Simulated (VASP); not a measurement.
# Co (P3_121) in VASP: relaxation of cell and atoms with PBEsol

Aim: the relaxation of cell and atoms of Co with PBEsol.

All numbers are computed with VASP 6.6.1; they aren't measurements. Logs are shortened: lines on timing, memory, paths and dates and some standing lists are left out, and cuts for length are marked.

### Step 1. The cell of the first run

It takes space group P3_121 (No. 152, trigonal). The conventional cell has a = 3.232 Å, b = 3.232 Å, c = 3.667 Å, α = 90.00°, β = 90.00°, γ = 120.00°. Co (site symmetry 2) has 2 Co at 1.76 Å within 2.3 Å.

### Step 2. Relaxation of cell and atoms, PBEsol

The input, INCAR:

```
SYSTEM = Co
PREC     = Accurate       ! precision mode
ENCUT    = 690            ! plane-wave cutoff, eV
EDIFF    = 1E-7           ! SCF threshold, eV
ISMEAR   = 0              ! smearing method
SIGMA    = 0.1            ! smearing width, eV
LREAL    = .FALSE.        ! projectors in reciprocal space
LASPH    = .TRUE.         ! aspherical terms in the spheres
NELM     = 120            ! most SCF steps
ALGO     = Normal         ! electronic algorithm
ISIF     = 3              ! what is computed and relaxed
LWAVE    = .FALSE.        ! write WAVECAR
LCHARG   = .FALSE.        ! write CHGCAR
GGA      = PS             ! functional
IBRION   = 2              ! ionic algorithm
NSW      = 90             ! ionic steps
EDIFFG   = -0.04          ! ionic threshold
GGA_COMPAT= .FALSE.      
NELMIN   = 4
```

The input, KPOINTS:

```
regular mesh
0
G
  6 6 6
  0 0 0
```

The input, POSCAR:

```
Co
1.0
    3.2321793139      0.0000000000      0.0000000000
   -1.6160896570      2.7991493955      0.0000000000
    0.0000000000      0.0000000000      3.6670156285
Co
3
Direct
    0.2254000000      0.0000000000      0.3333333333
    0.0000000000      0.2254000000      0.6666666667
    0.7746000000      0.7746000000      0.0000000000
```

Potentials or basis: VASP PAW PBE potentials, release 64 (Co_sv).

Run with:

```bash
> cat potpaw_PBE.64/Co_sv/POTCAR > POTCAR
> mpirun -np 1 vasp_std > vasp.out
```

OUTCAR:

```text
SYSTEM = Co
   PREC = Accurate
   ENCUT = 690
   EDIFF = 1E-7
   ISMEAR = 0
   LREAL = .FALSE.
   LASPH = .TRUE.
   NELM = 120
   ISIF = 3
   GGA = PS
   IBRION = 2
   NSW = 90
   EDIFFG = -0.04
   NELMIN = 4

 ion  position               nearest neighbor table
   1  0.225  0.000  0.333-   3 1.76   2 1.76
   2  0.000  0.225  0.667-   3 1.76   1 1.76
   3  0.775  0.775  0.000-   1 1.76   2 1.76

  LATTYP: Found a hexagonal cell.
 ALAT       =     3.2321793139
 C/A-ratio  =     1.1345334749

  Lattice vectors:

 A1 = (   3.2321793139,   0.0000000000,   0.0000000000)
 A2 = (  -1.6160896570,   2.7991493955,   0.0000000000)
 A3 = (   0.0000000000,   0.0000000000,   3.6670156285)

Analysis of symmetry for initial positions (statically):
=====================================================================
 Subroutine PRICEL returns:
 Original cell was already a primitive cell.

 Routine SETGRP: Setting up the symmetry group for a
 hexagonal supercell.

 Subroutine GETGRP returns: Found  6 space group operations
 (whereof  2 operations were pure point group operations)
 out of a pool of 24 trial point group operations.

The static configuration has the point symmetry C_2 .
 The point group associated with its full space group is D_3 .

Analysis of symmetry for dynamics (positions and initial velocities):
=====================================================================
 Subroutine PRICEL returns:
 Original cell was already a primitive cell.

 Routine SETGRP: Setting up the symmetry group for a
 hexagonal supercell.

 Subroutine GETGRP returns: Found  6 space group operations
 (whereof  2 operations were pure point group operations)
 out of a pool of 24 trial point group operations.

The dynamic configuration has the point symmetry C_2 .
 The point group associated with its full space group is D_3 .

 Subroutine INISYM returns: Found  6 space group operations
 (whereof  2 operations are pure point group operations),
 and found     1 'primitive' translations

----------------------------------------------------------------------------------------

                                     Primitive cell

  volume of cell :      33.1768

  direct lattice vectors                    reciprocal lattice vectors
     3.232179314  0.000000000  0.000000000     0.309388775  0.178625693  0.000000000
    -1.616089657  2.799149396  0.000000000     0.000000000  0.357251386  0.000000000
     0.000000000  0.000000000  3.667015629     0.000000000  0.000000000  0.272701319

  length of vectors
     3.232179314  3.232179314  3.667015629     0.357251386  0.357251386  0.272701319
[... 100 lines left out ...]
   IALGO  =     38    algorithm
   IMIX   =      4    mixing-type and parameters
     AMIX     =   0.40;   BMIX     =  1.00
     AMIX_MAG =   1.60;   BMIX_MAG =  1.00
  volume/ion in A,a.u.               =      11.06        74.63
  Fermi-wavevector in a.u.,A,eV,Ry     =   1.889384  3.570417 48.569672  3.569770
  Thomas-Fermi vector in A             =   2.930987
   LORBIT       =      0    0 simple, 1 ext, 2 COOP (PROOUT), +10 PAW based schemes
   GGA     = PS    functional components
   LHFCALC =     F    Hartree Fock is set to
   AEXX    =    0.0000 exact exchange contribution
   IVDW    =     0    specifies the selected vdW correction
   LEPSILON=     F    determine dielectric tensor
   LRPA    =     F    only Hartree local field effects (RPA)
 conjugate gradient relaxation of ions
 non-spin polarized calculation
 Gauss-broadening in eV      SIGMA  =   0.10
  energy-cutoff  :      690.00
  volume of cell :       33.18
 maximum number of plane-waves:      1383
   NGX = 13   NGY = 13   NGZ = 15

--------------------------------------- Ionic step        1  -------------------------------------------

 number of electron      50.9999994 magnetization

 Free energy of the ion-electron system (eV)
  ---------------------------------------------------
  ext. energy  EPLUGINS =         0.00000000
  ---------------------------------------------------
  free energy    TOTEN  =       -16.19223981 eV

  energy without entropy =      -16.16559218  energy(sigma->0) =      -16.17891600

------------------------ aborting loop because EDIFF is reached ----------------------------------------

  FORCE on cell =-STRESS in cart. coord.  units (eV):
  Direction    XX          YY          ZZ          XY          YZ          ZX
  --------------------------------------------------------------------------------------
  -------------------------------------------------------------------------------------
  Total        8.8117661      8.8117661     23.7054826     -0.0000000      0.0000000      0.0000000
  in kB      425.5388926    425.5388926   1144.7880780     -0.0000000      0.0000000      0.0000000
  external PRESSURE =     665.2886211 kB  Pullay stress =       0.0000000 kB
[... 92 lines left out ...]
  FREE ENERGIE OF THE ION-ELECTRON SYSTEM (eV)
  ---------------------------------------------------
  free  energy   TOTEN  =       -16.9898356256 eV

  energy  without entropy=      -16.9065951848  energy(sigma->0) =      -16.94821541

 E-fermi :   9.2435     XC(G=0): -12.9257

 val. band max:        9.2396140421   @ k =   0.3333   0.1667   0.1667
 cond. band min:       9.2581570003   @ k =   0.0000   0.3333   0.3333
 fundamental gap:      0.0185429582
 Fermi energy:         9.2435302140

 k-point     1 :       0.0000    0.0000    0.0000
  band No.  band energies     occupation
      1     -85.4134      2.00000
      2     -85.2716      2.00000
      3     -85.2716      2.00000
      4     -49.1126      2.00000
      5     -49.1126      2.00000
      6     -49.0298      2.00000
[... 781 lines left out ...]
     29      10.1996      0.00000
     30      15.2604      0.00000

 [... further k-points ...]

[... ionic steps 4 to 35 ...]

--------------------------------------- Ionic step       36  -------------------------------------------

 number of electron      50.9999967 magnetization

------------------------ aborting loop because EDIFF is reached ----------------------------------------
[... 69 lines left out ...]
--------------------------------------- Ionic step       38  -------------------------------------------

 number of electron      50.9999979 magnetization

 Free energy of the ion-electron system (eV)
  ---------------------------------------------------
  ext. energy  EPLUGINS =         0.00000000
  ---------------------------------------------------
  free energy    TOTEN  =       -22.05089086 eV

  energy without entropy =      -21.98401407  energy(sigma->0) =      -22.01745246

 E-fermi :  12.9945     XC(G=0): -14.6019

 val. band max:       12.9938210276   @ k =   0.3333   0.0000   0.3333
 cond. band min:      12.9945866481   @ k =   0.3333   0.0000   0.1667
 fundamental gap:      0.0007656206
 Fermi energy:        12.9945111288

 k-point     1 :       0.0000    0.0000    0.0000
  band No.  band energies     occupation
      1     -81.7247      2.00000
      2     -81.6244      2.00000
      3     -81.6244      2.00000
      4     -45.2015      2.00000
      5     -45.1941      2.00000
      6     -45.1941      2.00000
[... 813 lines left out ...]
  FREE ENERGIE OF THE ION-ELECTRON SYSTEM (eV)
  ---------------------------------------------------
  free  energy   TOTEN  =       -22.0508908564 eV

  energy  without entropy=      -21.9840140662  energy(sigma->0) =      -22.01745246

 reached required accuracy - stopping structural energy minimisation
```

OSZICAR:

```text
N       E                     dE             d eps       ncg     rms          rms(c)
DAV:   1     0.129627436745E+04    0.12963E+04   -0.33948E+04  2486   0.617E+03
DAV:   2     0.175873663596E+03   -0.11204E+04   -0.11005E+04  2666   0.143E+03
DAV:   3    -0.895005269299E+01   -0.18482E+03   -0.18045E+03  3144   0.615E+02
[... 473 lines left out ...]
DAV:   4    -0.220510484773E+02    0.12424E-02   -0.34436E-03  3102   0.851E-01    0.132E-01
DAV:   5    -0.220508874924E+02    0.16098E-03   -0.23719E-04  3022   0.381E-01    0.201E-02
DAV:   6    -0.220508909022E+02   -0.34098E-05   -0.10109E-05  3318   0.598E-02    0.812E-03
DAV:   7    -0.220508908445E+02    0.57715E-07   -0.14055E-06  2974   0.237E-02    0.818E-04
DAV:   8    -0.220508908564E+02   -0.11891E-07   -0.62101E-08  1104   0.670E-03
  38 F= -.22050891E+02 E0= -.22017452E+02  d E =-.178913E-02
```

Wall time 21 min (1 thread of AMD EPYC 7R43 (Zen 3), shared host); peak memory 0.15 GiB.

What came out:

- Free energy: -22.0509 eV
- Relaxed volume: 10.04 Å³/atom
- Relaxed cell: a = 3.831 Å, b = 3.831 Å, c = 2.370 Å, α = 90.00°, β = 90.00°, γ = 120.00°
- Space group after relaxing (to 0.1 Å): Im-3m (No. 229)
- Pressure after relaxing: 0.0 GPa
- Largest force after relaxing: 0.035 eV/Å
- Band gap on the k mesh: zero (an odd number of electrons rules out a gap without spin polarisation)

Forces on the atoms (eV/Å):
```
Co  -0.035  0.000  0.000
Co   0.018 -0.031  0.000
Co   0.018  0.031  0.000
```

Final structure:
```yaml
crystal:
  lattice:
    - [3.83130, 0.00000, 0.00000]
    - [-1.91565, 3.31801, 0.00000]
    - [0.00000, 0.00000, 2.37010]
  atoms:
    - { symbol: Co, position: [0.33432, 0.00000, 0.33333] }
    - { symbol: Co, position: [0.00000, 0.33432, 0.66667] }
    - { symbol: Co, position: [0.66568, 0.66568, 0.00000] }
```

Caveat: the k points lie up to 0.44 Å⁻¹ apart in the final cell, too coarse for converged energies and pressures of a metal; the highest band is partly filled, so the run has too few bands; a cell axis changed by over 15 % at a fixed basis, so the end point is rough; the PAW data sets were made with another functional, which shifts forces and pressure a little; the run has no spin polarisation, though such a crystal can be magnetic. Spin polarisation is off, so any magnetic state and its effect on volume and gap are missing.
